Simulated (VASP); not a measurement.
Wanted: the native input for a VASP 6.6.1 run.

```yaml
Task: relaxation of cell and atoms
Functional: r2SCAN
Potentials_or_basis: VASP PAW PBE potentials, release 64 (Ba_sv, Ti_sv, O)
Cutoff: 600 eV
k_mesh: 6 × 6 × 6
Occupations: gaussian, width 0.02 eV
Spin: no spin polarisation
Hubbard_terms: Ti d U = 4.0 eV
Dipole_correction: no
Further_INCAR_settings: ALGO = Normal; EDIFF = 1e-07; IBRION = 2; EDIFFG = -0.005; NSW = 100; ISIF = 3
```

BaTiO3:

```
Ba Ti O
1.0
     4.00730    0.00000    0.00000
     0.00000    4.00730    0.00000
     0.00000    0.00000    4.00730
Ba Ti O
1 1 3
Direct
  0.50000 0.50000 0.50000
  0.00000 0.00000 0.00000
  0.50000 0.00000 0.00000
  0.00000 0.50000 0.00000
  0.00000 0.00000 0.50000
```

These files were run (other wordings do the same):

POSCAR

```
BaTiO3
1.0
    4.0073000000      0.0000000000      0.0000000000
    0.0000000000      4.0073000000      0.0000000000
    0.0000000000      0.0000000000      4.0073000000
Ba Ti O
1 1 3
Direct
    0.5000000000      0.5000000000      0.5000000000
    0.0000000000      0.0000000000      0.0000000000
    0.5000000000      0.0000000000      0.0000000000
    0.0000000000      0.5000000000      0.0000000000
    0.0000000000      0.0000000000      0.5000000000
```

INCAR.step1

```
SYSTEM = BaTiO3
ALGO = Normal ; EDIFF = 1E-4
ENCUT = 600 ; GGA = PE
ISMEAR = 0 ; LASPH = .TRUE.
LCHARG = .FALSE. ; LDAU = .TRUE.
LDAUJ = 0 0 0 ; LDAUL = -1 2 -1
LDAUTYPE = 2 ; LDAUU = 0 4 0
LMAXMIX = 4 ; LREAL = .FALSE.
LWAVE = .TRUE. ; NELM = 150
PREC = Accurate ; SIGMA = 0.02
```

INCAR.step2

```
SYSTEM = BaTiO3
ALGO = Normal ; EDIFF = 1E-7
EDIFFG = -0.005 ; ENCUT = 600
IBRION = 2 ; ISIF = 3
ISMEAR = 0 ; ISTART = 1
LASPH = .TRUE. ; LCHARG = .FALSE.
LDAU = .TRUE. ; LDAUJ = 0 0 0
LDAUL = -1 2 -1 ; LDAUPRINT = 1
LDAUTYPE = 2 ; LDAUU = 0 4 0
LMAXMIX = 4 ; LMIXTAU = .TRUE.
LREAL = .FALSE. ; LWAVE = .FALSE.
METAGGA = R2SCAN ; NELM = 150
NSW = 100 ; PREC = Accurate
SIGMA = 0.02
```

KPOINTS

```
k-points
0
G
  6 6 6
  0 0 0
```

Potentials or basis: VASP PAW PBE potentials, release 64 (Ba_sv, Ti_sv, O).

Command:

```bash
$ cat potpaw_PBE.64/Ba_sv/POTCAR potpaw_PBE.64/Ti_sv/POTCAR potpaw_PBE.64/O/POTCAR > POTCAR
$ cp INCAR.step1 INCAR
$ mpirun -np 1 vasp_std > vasp.out
$ cp INCAR.step2 INCAR
$ mpirun -np 1 vasp_std > vasp.out
```

It gave:

* Relaxed volume: 13.10 Å³/atom
* Relaxed cell: a = 4.031 Å, b = 4.031 Å, c = 4.031 Å, α = 90.00°, β = 90.00°, γ = 90.00°
* Space group after relaxing (to 0.05 Å): Pm-3m (No. 221)
* Energy gained by relaxing: 2.2 meV/atom
* Ionic steps: 3
* Pressure after relaxing: 0.0 GPa
* Band gap on the k mesh: 2.61 eV, indirect (least direct gap 2.82 eV)

Caveat: the PAW data sets were made with another functional, which shifts forces and pressure a little; spin-orbit coupling is left out, which moves the levels of the heavy elements.

Wall time 2.5 min on 1 thread of Intel(R) Xeon(R) 6975P-C (Granite Rapids), with other jobs on the host, peak memory 0.21 GiB.
